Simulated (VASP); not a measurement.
# In3F4 (Pm-3m) in VASP: density of states with PBE

Aim: the density of states of In3F4 with PBE.

All numbers are computed with VASP 6.6.1; they aren't measurements. Logs are shortened: lines on timing, memory, paths and dates and some standing lists are left out, and cuts for length are marked.

## (1) The cell of the first run

It takes space group Pm-3m (No. 221, cubic). The conventional cell has a = 4.976 Å, b = 4.976 Å, c = 4.976 Å, α = 90.00°, β = 90.00°, γ = 90.00°. In (site symmetry 4/mmm) has 4 F at 2.49 Å within 3.3 Å. Within 3.3 Å of F (site symmetry m-3m) lie 6 F at 2.49 Å. Within 3.3 Å of F (site symmetry 4/mmm) lie 4 In at 2.49 Å and 2 F at 2.49 Å.

## (2) Density of states, PBE

The input, POSCAR:

```
In3F4
1.0
    4.9756929676      0.0000000000      0.0000000000
    0.0000000000      4.9756929676      0.0000000000
    0.0000000000      0.0000000000      4.9756929676
In F
3 4
Direct
    0.0000000000      0.5000000000      0.5000000000
    0.5000000000      0.0000000000      0.5000000000
    0.5000000000      0.5000000000      0.0000000000
    0.0000000000      0.0000000000      0.0000000000
    0.5000000000      0.0000000000      0.0000000000
    0.0000000000      0.5000000000      0.0000000000
    0.0000000000      0.0000000000      0.5000000000
```

The input, INCAR.step1:

```
PREC = Accurate ; ENCUT = 520
EDIFF = 1E-6 ; ISMEAR = 0
SIGMA = 0.1 ; LREAL = F
LASPH = T ; NELM = 100
ALGO = Normal ; ISIF = 2
LWAVE = F ; LCHARG = T
GGA = PE ; NBANDS = 42
```

The input, KPOINTS.step1:

```
Automatic mesh
0
Gamma
  8 8 8
```

The input, INCAR.step2:

```
PREC = Accurate ; ENCUT = 520
EDIFF = 1E-6 ; ISMEAR = -5
SIGMA = 0.1 ; LREAL = F
LASPH = T ; NELM = 100
ALGO = Normal ; ISIF = 2
LWAVE = F ; LCHARG = F
GGA = PE ; LORBIT = 11
NEDOS = 2001 ; ICHARG = 11
```

The input, KPOINTS.step2:

```
Automatic mesh
0
Gamma
  12 12 12
```

Potentials or basis: VASP PAW PBE potentials, release 64 (In_d, F).

Started as:

```bash
cat potpaw_PBE.64/In_d/POTCAR potpaw_PBE.64/F/POTCAR > POTCAR
cp INCAR.step1 INCAR
cp KPOINTS.step1 KPOINTS
mpirun -np 1 vasp_std > vasp.out
cp INCAR.step2 INCAR
cp KPOINTS.step2 KPOINTS
mpirun -np 1 vasp_std > vasp.out
```

OUTCAR:

```text
PREC = Accurate
   ENCUT = 520
   EDIFF = 1E-6
   ISMEAR = -5
   LREAL = F
   LASPH = T
   NELM = 100
   ISIF = 2
   GGA = PE
   LORBIT = 11
   ICHARG = 11

 ion  position               nearest neighbor table
   1  0.000  0.500  0.500-   6 2.49   7 2.49   6 2.49   7 2.49   3 3.52   2 3.52   2 3.52   3 3.52
                             2 3.52   3 3.52   3 3.52   2 3.52
   2  0.500  0.000  0.500-   5 2.49   7 2.49   5 2.49   7 2.49   3 3.52   1 3.52   1 3.52   3 3.52
                             3 3.52   1 3.52   3 3.52   1 3.52
   3  0.500  0.500  0.000-   5 2.49   6 2.49   5 2.49   6 2.49   1 3.52   2 3.52   2 3.52   1 3.52
                             2 3.52   1 3.52   2 3.52   1 3.52
   4  0.000  0.000  0.000-
   5  0.500  0.000  0.000-   2 2.49   3 2.49   2 2.49   3 2.49
   6  0.000  0.500  0.000-   1 2.49   3 2.49   1 2.49   3 2.49
   7  0.000  0.000  0.500-   1 2.49   2 2.49   1 2.49   2 2.49

  LATTYP: Found a simple cubic cell.
 ALAT       =     4.9756929676

  Lattice vectors:

 A1 = (   4.9756929676,   0.0000000000,   0.0000000000)
 A2 = (   0.0000000000,   4.9756929676,   0.0000000000)
 A3 = (   0.0000000000,   0.0000000000,   4.9756929676)

Analysis of symmetry for initial positions (statically):
=====================================================================
 Subroutine PRICEL returns:
 Original cell was already a primitive cell.

 Routine SETGRP: Setting up the symmetry group for a
 simple cubic supercell.

 Subroutine GETGRP returns: Found 48 space group operations
 (whereof 48 operations were pure point group operations)
 out of a pool of 48 trial point group operations.

The static configuration has the point symmetry O_h .

Analysis of symmetry for dynamics (positions and initial velocities):
=====================================================================
 Subroutine PRICEL returns:
 Original cell was already a primitive cell.

 Routine SETGRP: Setting up the symmetry group for a
 simple cubic supercell.

 Subroutine GETGRP returns: Found 48 space group operations
 (whereof 48 operations were pure point group operations)
 out of a pool of 48 trial point group operations.

The dynamic configuration has the point symmetry O_h .

 Subroutine INISYM returns: Found 48 space group operations
 (whereof 48 operations are pure point group operations),
 and found     1 'primitive' translations

----------------------------------------------------------------------------------------
[... 115 lines left out ...]
   PSTRESS=    0.0 pullay stress
   NELECT =      67.0000    total number of electrons
   NUPDOWN=      -1.0000    fix difference up-down
   EMIN   =  10.00;   EMAX   =-10.00  energy-range for DOS
   EFERMI =   0.00;   METHOD = LEGACY
   ISMEAR =    -5;   SIGMA  =   0.10  broadening in eV -4-tet -1-fermi 0-gaus
   EFERMI_NEDOS =   21; number of points for ismear=-14 and -15
   IALGO  =     38    algorithm
   IMIX   =      4    mixing-type and parameters
     AMIX     =   0.40;   BMIX     =  1.00
     AMIX_MAG =   1.60;   BMIX_MAG =  1.00
  volume/ion in A,a.u.               =      17.60       118.76
  Fermi-wavevector in a.u.,A,eV,Ry     =   1.336327  2.525293 24.296887  1.785771
  Thomas-Fermi vector in A             =   2.464963
   LORBIT       =     11    0 simple, 1 ext, 2 COOP (PROOUT), +10 PAW based schemes
   GGA     = PE    functional components
   LHFCALC =     F    Hartree Fock is set to
   AEXX    =    0.0000 exact exchange contribution
   IVDW    =     0    specifies the selected vdW correction
   LEPSILON=     F    determine dielectric tensor
   LRPA    =     F    only Hartree local field effects (RPA)
 non-spin polarized calculation
 Fermi weights with tetrahedron method with Bloechl corrections
  energy-cutoff  :      520.00
  volume of cell :      123.19
 maximum number of plane-waves:      3362
 NGX is ok and might be reduce to    40

 number of electron      67.0000037 magnetization

 Free energy of the ion-electron system (eV)
  ---------------------------------------------------
  ext. energy  EPLUGINS =         0.00000000
  ---------------------------------------------------
  free energy    TOTEN  =       -23.40113335 eV

  energy without entropy =      -23.40113335  energy(sigma->0) =      -23.40113335

 E-fermi :   3.6833     XC(G=0):  -9.8012

 val. band max:        3.7060354440   @ k =   0.4167   0.3333   0.3333
 cond. band min:       3.6184048393   @ k =   0.3333   0.3333   0.3333
 fundamental gap:     -0.0876306046
 Fermi energy:         3.6833069562

 k-point     1 :       0.0000    0.0000    0.0000
  band No.  band energies     occupation
      1     -18.6744      2.00000
      2     -18.5167      2.00000
      3     -18.5167      2.00000
      4     -15.4350      2.00000
      5     -10.3420      2.00000
      6     -10.3420      2.00000
[... 1021 lines left out ...]
     39       9.7707      0.00000
     40       9.9940      0.00000

 [... further k-points ...]
[... 5 lines left out ...]
  --------------------------------------------------------------------------------------
  -------------------------------------------------------------------------------------
  Total       -0.5479212     -0.5479212     -0.5479212     -0.0000000     -0.0000000      0.0000000
  in kB       -7.1263639     -7.1263639     -7.1263639     -0.0000000     -0.0000000      0.0000000
  external PRESSURE =      -7.1263639 kB  Pullay stress =       0.0000000 kB

 VOLUME and BASIS-vectors are now :
 -----------------------------------------------------------------------------
  energy-cutoff  :      520.00
  volume of cell :      123.19
      direct lattice vectors                 reciprocal lattice vectors
     4.975692968  0.000000000  0.000000000     0.200977031  0.000000000  0.000000000
     0.000000000  4.975692968  0.000000000     0.000000000  0.200977031  0.000000000
     0.000000000  0.000000000  4.975692968     0.000000000  0.000000000  0.200977031

 POSITION                                       TOTAL-FORCE (eV/Angst)
 -----------------------------------------------------------------------------------
      0.00000      2.48785      2.48785         0.000000      0.000000      0.000000
      2.48785      0.00000      2.48785         0.000000      0.000000      0.000000
      2.48785      2.48785      0.00000         0.000000      0.000000      0.000000
      0.00000      0.00000      0.00000         0.000000      0.000000      0.000000
      2.48785      0.00000      0.00000         0.000000      0.000000      0.000000
      0.00000      2.48785      0.00000         0.000000      0.000000      0.000000
      0.00000      0.00000      2.48785         0.000000      0.000000      0.000000
 -----------------------------------------------------------------------------------
    total drift:                               -0.000000      0.000000     -0.000000

  FREE ENERGIE OF THE ION-ELECTRON SYSTEM (eV)
  ---------------------------------------------------
  free  energy   TOTEN  =       -23.4011333544 eV

  energy  without entropy=      -23.4011333544  energy(sigma->0) =      -23.40113335

 total charge

# of ion       s       p       d       tot
------------------------------------------
    1        0.971   0.260   9.883  11.114
    2        0.971   0.260   9.883  11.114
    3        0.971   0.260   9.883  11.114
    4        1.748   4.283   0.000   6.031
    5        1.754   4.268   0.000   6.023
    6        1.754   4.268   0.000   6.023
    7        1.754   4.268   0.000   6.023
--------------------------------------------------
tot          9.923  17.867  29.650  57.441
```

OUTCAR.step1:

```text
PREC = Accurate
   ENCUT = 520
   EDIFF = 1E-6
   ISMEAR = 0
   LREAL = F
[... 1324 lines left out ...]
      0.00000      0.00000      0.00000         0.000000      0.000000      0.000000
      2.48785      0.00000      0.00000         0.000000      0.000000      0.000000
      0.00000      2.48785      0.00000         0.000000      0.000000      0.000000
      0.00000      0.00000      2.48785         0.000000      0.000000      0.000000
 -----------------------------------------------------------------------------------
    total drift:                               -0.000000      0.000000     -0.000000

  FREE ENERGIE OF THE ION-ELECTRON SYSTEM (eV)
  ---------------------------------------------------
  free  energy   TOTEN  =       -23.4264722833 eV

  energy  without entropy=      -23.3825785214  energy(sigma->0) =      -23.40452540
```

OSZICAR.step1:

```text
N       E                     dE             d eps       ncg     rms          rms(c)
DAV:   1     0.864251099342E+03    0.86425E+03   -0.31743E+04  2956   0.209E+03
DAV:   2     0.120265913464E+03   -0.74399E+03   -0.70193E+03  3164   0.553E+02
DAV:   3    -0.207459249389E+02   -0.14101E+03   -0.13561E+03  3376   0.236E+02
DAV:   4    -0.295808672054E+02   -0.88349E+01   -0.87353E+01  3544   0.622E+01
DAV:   5    -0.298435253533E+02   -0.26266E+00   -0.26218E+00  3616   0.104E+01    0.127E+01
DAV:   6    -0.238166630486E+02    0.60269E+01   -0.18819E+01  3804   0.307E+01    0.820E+00
DAV:   7    -0.235730199778E+02    0.24364E+00   -0.17538E+00  3126   0.668E+00    0.280E+00
DAV:   8    -0.235074870859E+02    0.65533E-01   -0.41120E-01  3454   0.289E+00    0.238E+00
DAV:   9    -0.235068663154E+02    0.62077E-03   -0.87349E-01  3370   0.196E+00    0.370E+00
DAV:  10    -0.234246068315E+02    0.82259E-01   -0.15559E-01  3244   0.184E+00    0.418E-01
DAV:  11    -0.234365928924E+02   -0.11986E-01   -0.28199E-02  4126   0.998E-01    0.127E+00
DAV:  12    -0.234329187474E+02    0.36741E-02   -0.72842E-02  3360   0.777E-01    0.103E+00
DAV:  13    -0.234267929354E+02    0.61258E-02   -0.64987E-03  3228   0.268E-01    0.261E-01
DAV:  14    -0.234264720118E+02    0.32092E-03   -0.10467E-03  3788   0.119E-01    0.624E-02
DAV:  15    -0.234264731021E+02   -0.10903E-05   -0.64130E-05  3198   0.427E-02    0.222E-02
DAV:  16    -0.234264854602E+02   -0.12358E-04   -0.19729E-05  3210   0.182E-02    0.470E-02
DAV:  17    -0.234264722801E+02    0.13180E-04   -0.12485E-05  2650   0.140E-02    0.920E-03
DAV:  18    -0.234264722833E+02   -0.31941E-08   -0.77944E-07  2002   0.457E-03
   1 F= -.23426472E+02 E0= -.23404525E+02  d E =-.438938E-01
```

Wall time 7.4 min (1 thread of Intel Xeon Platinum 8259CL at 2.50GHz (Skylake/Cascade Lake), shared host); peak memory 0.44 GiB.

Results:

| Item | Value |
| --- | --- |
| Valence electrons inside the program's atomic spheres | In 11.11; F 6.03, 6.02 |

Levels at points of the mesh, in eV from the Fermi level:
```csv
k point,band 30,band 31,band 32,band 33,band 34,band 35,band 36,band 37
"(0.00, 0.00, 0.00)",-0.76,-0.76,0.02,0.02,0.02,2.32,2.32,2.32
"(0.50, 0.00, 0.00)",-2.06,-0.62,0.00,0.00,0.76,2.35,2.35,4.23
"(0.50, 0.50, 0.00)",-1.16,-1.16,-0.50,-0.50,-0.02,2.54,2.82,2.86
"(0.50, 0.50, 0.50)",-0.88,-0.88,-0.88,0.24,0.24,0.24,2.93,2.93
```

Caveat: spin-orbit coupling is left out, which moves the levels of the heavy elements; an odd number of electrons without spin polarisation forces a metal; a magnetic or distorted state may lie lower; tetrahedron occupations give inexact forces and stress in metals.
